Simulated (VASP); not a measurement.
# LiNbO3 (R3c) in VASP: a series of runs

LiNbO3 is run at these levels: LDA; tasks: single point.

Program: VASP 6.6.1. These are calculated values, not measurements. Logs are shortened: lines on timing, memory, paths and dates and some standing lists are left out, and cuts for length are marked.

**1. The cell of the first run**

Symmetry: R3c, No. 161, trigonal system. Conventional cell: a = 5.067 Å, b = 5.067 Å, c = 13.704 Å, α = 90.00°, β = 90.00°, γ = 120.00°. Within 2.7 Å of Li (site symmetry 3) lie 6 O at 2.01 to 2.21 Å. Nb (site symmetry 3) has 6 O at 1.88 to 2.09 Å within 2.5 Å. O (site symmetry 1) has 2 Nb at 1.88 to 2.09 Å and 2 Li at 2.01 to 2.21 Å within 2.5 Å.

**2. Single point, LDA**

INCAR reads:

```
SYSTEM = LiNbO3
  ALGO = Normal
  EDIFF = 1E-6
  ENCUT = 520
  ISIF = 2
  ISMEAR = 0
  LASPH = .TRUE.
  LCHARG = .FALSE.
  LREAL = .FALSE.
  LWAVE = .FALSE.
  NBANDS = 45
  NELM = 80
  PREC = Accurate
  SIGMA = 0.1
```

KPOINTS reads:

```
k-points
0
G
  6 6 6
  0 0 0
```

POSCAR reads:

```
LiNbO3
1.0
    2.5336727254      1.4628166300      4.5679528310
   -2.5336727254      1.4628166300      4.5679528310
    0.0000000000     -2.9256332601      4.5679528310
Li Nb O
2 2 6
Direct
    0.7051140841      0.7051140841      0.7051140841
    0.2051140841      0.2051140841      0.2051140841
    0.9889349626      0.9889349626      0.9889349626
    0.4889349626      0.4889349626      0.4889349626
    0.8814487732      0.2698761308      0.6210748394
    0.6210748394      0.8814487732      0.2698761308
    0.2698761308      0.6210748394      0.8814487732
    0.7698761308      0.3814487732      0.1210748394
    0.3814487732      0.1210748394      0.7698761308
    0.1210748394      0.7698761308      0.3814487732
```

Potentials or basis: VASP PAW LDA potentials, release 64 (Li_sv, Nb_sv, O).

On the command line:

```sh
cat potpaw_LDA.64/Li_sv/POTCAR potpaw_LDA.64/Nb_sv/POTCAR potpaw_LDA.64/O/POTCAR > POTCAR
mpirun -np 1 vasp_std > vasp.out
```

OUTCAR:

```text
SYSTEM = LiNbO3
   EDIFF = 1E-6
   ENCUT = 520
   ISIF = 2
   ISMEAR = 0
   LASPH = .TRUE.
   LREAL = .FALSE.
   NELM = 80
   PREC = Accurate

 ion  position               nearest neighbor table
   1  0.705  0.705  0.705-  10 2.01   8 2.01   9 2.01   7 2.21   6 2.21   5 2.21
   2  0.205  0.205  0.205-   7 2.01   5 2.01   6 2.01  10 2.21   9 2.21   8 2.21
   3  0.989  0.989  0.989-   6 1.88   5 1.88   7 1.88   9 2.09  10 2.09   8 2.09
   4  0.489  0.489  0.489-   9 1.88   8 1.88  10 1.88   6 2.09   7 2.09   5 2.09
   5  0.881  0.270  0.621-   3 1.88   2 2.01   4 2.09   1 2.21
   6  0.621  0.881  0.270-   3 1.88   2 2.01   4 2.09   1 2.21
   7  0.270  0.621  0.881-   3 1.88   2 2.01   4 2.09   1 2.21
   8  0.770  0.381  0.121-   4 1.88   1 2.01   3 2.09   2 2.21
   9  0.381  0.121  0.770-   4 1.88   1 2.01   3 2.09   2 2.21
  10  0.121  0.770  0.381-   4 1.88   1 2.01   3 2.09   2 2.21

  LATTYP: Found a trigonal (rhomboedric) cell.
 ALAT       =     5.4245297528
 COS(alpha) =     0.5636782754

  Lattice vectors:

 A1 = (   2.5336727254,   1.4628166300,   4.5679528310)
 A2 = (  -2.5336727254,   1.4628166300,   4.5679528310)
 A3 = (   0.0000000000,  -2.9256332601,   4.5679528310)

Analysis of symmetry for initial positions (statically):
=====================================================================
 Subroutine PRICEL returns:
 Original cell was already a primitive cell.

 Routine SETGRP: Setting up the symmetry group for a
 trigonal (rhombohedral) supercell.

 Subroutine GETGRP returns: Found  6 space group operations
 (whereof  3 operations were pure point group operations)
 out of a pool of 12 trial point group operations.

The static configuration has the point symmetry C_3 .
 The point group associated with its full space group is C_3v.

Analysis of symmetry for dynamics (positions and initial velocities):
=====================================================================
 Subroutine PRICEL returns:
 Original cell was already a primitive cell.

 Routine SETGRP: Setting up the symmetry group for a
 trigonal (rhombohedral) supercell.

 Subroutine GETGRP returns: Found  6 space group operations
 (whereof  3 operations were pure point group operations)
 out of a pool of 12 trial point group operations.

The dynamic configuration has the point symmetry C_3 .
 The point group associated with its full space group is C_3v.

 Subroutine INISYM returns: Found  6 space group operations
 (whereof  3 operations are pure point group operations),
 and found     1 'primitive' translations

----------------------------------------------------------------------------------------

                                     Primitive cell

  volume of cell :     101.5812

  direct lattice vectors                    reciprocal lattice vectors
     2.533672725  1.462816630  4.567952831     0.197341983  0.113935447  0.072972149
    -2.533672725  1.462816630  4.567952831    -0.197341983  0.113935447  0.072972149
     0.000000000 -2.925633260  4.567952831     0.000000000 -0.227870894  0.072972149

  length of vectors
     5.424529753  5.424529753  5.424529753     0.239269887  0.239269887  0.239269887

  position of ions in fractional coordinates (direct lattice)
     0.705114084  0.705114084  0.705114084
     0.205114084  0.205114084  0.205114084
     0.988934963  0.988934963  0.988934963
     0.488934963  0.488934963  0.488934963
     0.881448773  0.269876131  0.621074839
     0.621074839  0.881448773  0.269876131
     0.269876131  0.621074839  0.881448773
     0.769876131  0.381448773  0.121074839
     0.381448773  0.121074839  0.769876131
     0.121074839  0.769876131  0.381448773

  ion indices of the primitive-cell ions
   primitive index   ion index
                 1           1
                 2           2
                 3           3
                 4           4
                 5           5
                 6           6
                 7           7
                 8           8
                 9           9
                10          10

----------------------------------------------------------------------------------------

 KPOINTS: k-points

Automatic generation of k-mesh.
 Grid dimensions read from file:
 generate k-points for:    6    6    6

 Generating k-lattice:

  Cartesian coordinates                     Fractional coordinates (reciprocal lattice)
     0.032890331  0.018989241  0.012162025     0.166666667  0.000000000  0.000000000
    -0.032890331  0.018989241  0.012162025     0.000000000  0.166666667  0.000000000
     0.000000000 -0.037978482  0.012162025     0.000000000  0.000000000  0.166666667

  Length of vectors
     0.039878315  0.039878315  0.039878315

  Shift w.r.t. Gamma in fractional coordinates (k-lattice)
     0.000000000  0.000000000  0.000000000

 Subroutine IBZKPT returns following result:
 ===========================================

 Found     32 irreducible k-points:

 Following reciprocal coordinates:
            Coordinates               Weight
  0.000000  0.000000  0.000000      1.000000
  0.166667  0.000000 -0.000000      6.000000
  0.333333  0.000000 -0.000000      6.000000
  0.500000  0.000000  0.000000      3.000000
  0.166667  0.166667 -0.000000      6.000000
  0.333333  0.166667  0.000000     12.000000
[... 16 lines left out ...]
  0.500000  0.500000  0.166667      6.000000
 -0.333333  0.500000  0.166667     12.000000
 [... further k-points ...]
   k-points           NKPTS =     32   k-points in BZ     NKDIM =     32   number of bands    NBANDS=     45
   number of dos      NEDOS =    301   number of ions     NIONS =     10
   total plane-waves  NPLWV =  64000
   dimension x,y,z NGX =    40 NGY =   40 NGZ =   40
   dimension x,y,z NGXF=    80 NGYF=   80 NGZF=   80
   ions per type =               2   2   6
   NGX,Y,Z   is equivalent  to a cutoff of  12.26, 12.26, 12.26 a.u.
   NGXF,Y,Z  is equivalent  to a cutoff of  24.52, 24.52, 24.52 a.u.
 SYSTEM =  LiNbO3
   PREC   = accura    normal or accurate (medium, high low for compatibility)
   ISTART =      0    job   : 0-new  1-cont  2-samecut
   ICHARG =      2    charge: 1-file 2-atom 10-const
   ISPIN  =      1    spin polarized calculation?
   LNONCOLLINEAR =      F non collinear calculations
   LSORBIT =      F    spin-orbit coupling
   LASPH  =      T    aspherical Exc in radial PAW
   ENCUT  =  520.0 eV  38.22 Ry    6.18 a.u.  10.09 10.09 10.09*2*pi/ulx,y,z
   NELM   =     80;   NELMIN=  2; NELMDL= -5     # of ELM steps
   EDIFF  = 0.1E-05   stopping-criterion for ELM
   LREAL  =      F    real-space projection
   EDIFFG = 0.1E-04   stopping-criterion for IOM
   NSW    =      0    number of steps for IOM
   IBRION =     -1    ionic relax: 0-MD 1-quasi-New 2-CG
   NFREE  =      0    steps in history (QN), initial steepest desc. (CG)
   ISIF   =      2    stress and relaxation
   ISYM   =      2    0-nonsym 1-usesym 2-fastsym
   POTIM  = 0.5000    time-step for ionic-motion
   TEBEG  =    0.0;   TEEND  =   0.0 temperature during run
   PSTRESS=    0.0 pullay stress
   NELECT =      68.0000    total number of electrons
   NUPDOWN=      -1.0000    fix difference up-down
   EMIN   =  10.00;   EMAX   =-10.00  energy-range for DOS
   EFERMI =   0.00;   METHOD = LEGACY
   ISMEAR =     0;   SIGMA  =   0.10  broadening in eV -4-tet -1-fermi 0-gaus
   EFERMI_NEDOS =   21; number of points for ismear=-14 and -15
   IALGO  =     38    algorithm
   IMIX   =      4    mixing-type and parameters
     AMIX     =   0.40;   BMIX     =  1.00
     AMIX_MAG =   1.60;   BMIX_MAG =  1.00
  volume/ion in A,a.u.               =      10.16        68.55
  Fermi-wavevector in a.u.,A,eV,Ry     =   1.432100  2.706277 27.904335  2.050911
  Thomas-Fermi vector in A             =   2.551764
   LORBIT       =      0    0 simple, 1 ext, 2 COOP (PROOUT), +10 PAW based schemes
   GGA     = CA    functional components
   LHFCALC =     F    Hartree Fock is set to
   AEXX    =    0.0000 exact exchange contribution
   IVDW    =     0    specifies the selected vdW correction
   LEPSILON=     F    determine dielectric tensor
   LRPA    =     F    only Hartree local field effects (RPA)
 non-spin polarized calculation
 Gauss-broadening in eV      SIGMA  =   0.10
  energy-cutoff  :      520.00
  volume of cell :      101.58
 maximum number of plane-waves:      2754
   NGX = 21   NGY = 21   NGZ = 21

 number of electron      68.0000013 magnetization

 Free energy of the ion-electron system (eV)
  ---------------------------------------------------
  ext. energy  EPLUGINS =         0.00000000
  ---------------------------------------------------
  free energy    TOTEN  =       -87.60493044 eV

  energy without entropy =      -87.60493044  energy(sigma->0) =      -87.60493044

 E-fermi :   4.1593     XC(G=0): -11.5795

 val. band max:        3.7077015454   @ k =   0.1667   0.1667   0.1667
 cond. band min:       7.2300525050   @ k =   0.5000   0.3333   0.0000
 fundamental gap:      3.5223509596
 Fermi energy:         4.1593228977

 k-point     1 :       0.0000    0.0000    0.0000
  band No.  band energies     occupation
      1     -50.0275      2.00000
      2     -50.0078      2.00000
      3     -37.5437      2.00000
      4     -37.5397      2.00000
      5     -26.5633      2.00000
      6     -26.5633      2.00000
[... 37 lines left out ...]
     44      13.9747      0.00000
     45      14.1655      0.00000

 k-point     2 :       0.1667    0.0000   -0.0000
  band No.  band energies     occupation
      1     -50.0262      2.00000
      2     -50.0091      2.00000
      3     -37.5436      2.00000
      4     -37.5399      2.00000
      5     -26.5534      2.00000
      6     -26.5516      2.00000
[... 1048 lines left out ...]
 k-point    24 :      -0.3333    0.5000    0.1667
  band No.  band energies     occupation
      1     -50.0192      2.00000
      2     -50.0159      2.00000
      3     -37.5423      2.00000
      4     -37.5415      2.00000
      5     -26.5702      2.00000
      6     -26.5673      2.00000
[... 37 lines left out ...]
     44      13.5169      0.00000
     45      14.3212      0.00000

 [... further k-points ...]

------------------------ aborting loop because EDIFF is reached ----------------------------------------

  FORCE on cell =-STRESS in cart. coord.  units (eV):
  Direction    XX          YY          ZZ          XY          YZ          ZX
  --------------------------------------------------------------------------------------
  -------------------------------------------------------------------------------------
  Total        0.0532879      0.0532879     -0.1114467      0.0000000      0.0000000      0.0000000
  in kB        0.8404777      0.8404777     -1.7577805      0.0000000      0.0000000      0.0000000
  external PRESSURE =      -0.0256084 kB  Pullay stress =       0.0000000 kB

 VOLUME and BASIS-vectors are now :
 -----------------------------------------------------------------------------
  energy-cutoff  :      520.00
  volume of cell :      101.58
      direct lattice vectors                 reciprocal lattice vectors
     2.533672725  1.462816630  4.567952831     0.197341983  0.113935447  0.072972149
    -2.533672725  1.462816630  4.567952831    -0.197341983  0.113935447  0.072972149
     0.000000000 -2.925633260  4.567952831     0.000000000 -0.227870894  0.072972149

 POSITION                                       TOTAL-FORCE (eV/Angst)
 -----------------------------------------------------------------------------------
      0.00000     -0.00000      9.66278         0.000000     -0.000000      0.006741
      0.00000     -0.00000      2.81085         0.000000     -0.000000      0.006741
      0.00000     -0.00000     13.55222         0.000000     -0.000000      0.109071
      0.00000     -0.00000      6.70030         0.000000     -0.000000      0.109071
      1.54952     -0.13286      8.09624        -0.029061      0.025961     -0.038604
     -0.65970      1.40836      8.09624        -0.007953     -0.038149     -0.038604
     -0.88982     -1.27550      8.09624         0.037014      0.012187     -0.038604
      0.98415      1.32996      5.81226         0.029061      0.025961     -0.038604
      0.65970     -1.51728      5.81226         0.007953     -0.038149     -0.038604
     -1.64385      0.18732      5.81226        -0.037014      0.012187     -0.038604
 -----------------------------------------------------------------------------------
    total drift:                                0.000000      0.000001     -0.000956

  FREE ENERGIE OF THE ION-ELECTRON SYSTEM (eV)
  ---------------------------------------------------
  free  energy   TOTEN  =       -87.6049304362 eV

  energy  without entropy=      -87.6049304362  energy(sigma->0) =      -87.60493044
```

Wall time 5.3 min (1 thread of Intel Xeon 8259CL, shared host); peak memory 0.27 GiB.

What came out:

| Property | Result |
| --- | --- |
| Free energy | -87.6049 eV |
| Largest force | 0.109 eV/Å |
| Band gap on the k mesh | 3.52 eV (least direct gap 3.55 eV) |

Forces in eV/Å, atoms in the order of the input:
```
Li   0.000  0.000  0.007
Li   0.000  0.000  0.007
Nb   0.000  0.000  0.109
Nb   0.000  0.000  0.109
O   -0.029  0.026 -0.039
O   -0.008 -0.038 -0.039
O    0.037  0.012 -0.039
O    0.029  0.026 -0.039
O    0.008 -0.038 -0.039
O   -0.037  0.012 -0.039
```

Caveat: the cutoff is under 1.25 times the usual one of these potentials, so pressure, stress and relaxed cells hold a basis-set (Pulay) error. A k mesh can miss the band edges.

(Continued in part 2 of 2.)
